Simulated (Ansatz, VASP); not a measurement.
**Sb in VASP and in Ansatz**

```
CELL_PARAMETERS angstrom
2.15420 1.24373 3.75800
-2.15420 1.24373 3.75800
0.00000 -2.48746 3.75800
ATOMIC_POSITIONS crystal
Sb 0.76764 0.75507 0.76479
Sb 0.25004 0.22744 0.22232
```

Change from the starting cell: atoms moved at random, drawn with an rms of 0.05 Å.

Alike in both runs: task single point; functional PBEsol; k mesh 8 × 8 × 8; occupations fermi-dirac, width 0.05 eV; no spin polarisation.

|  | VASP | Ansatz |
| --- | --- | --- |
| version | VASP 6.6.1 | Ansatz 0.2.0 |
| potentials or method | VASP PAW PBE potentials, release 64 (Sb), cutoff 520 eV | all-electron LAPW, scalar-relativistic |

Ansatz gave:

| Quantity | Value |
| --- | --- |
| gap on the k mesh at the Fermi level (eV) | none |
| pressure (GPa) | -0.5 |
| traceless stress, the component that is largest in VASP (GPa) | -0.51 |
| rms of the force components (eV/Å) | 0.067 |

What did VASP give for the same quantities?

gap on the k mesh at the Fermi level (eV): none; pressure (GPa): -0.3; traceless stress, the component that is largest in VASP (GPa): -0.55; rms of the force components (eV/Å): 0.061.

VASP's potentials were made for PBE, not for PBEsol. Atom by atom the forces differ by 0.027 eV/Å (rms over components). A gap of «none» marks a metal or a gap that the smearing closes. Ansatz ran all-electron here, and VASP with PAW potentials.

Neither program's run includes spin-orbit coupling.
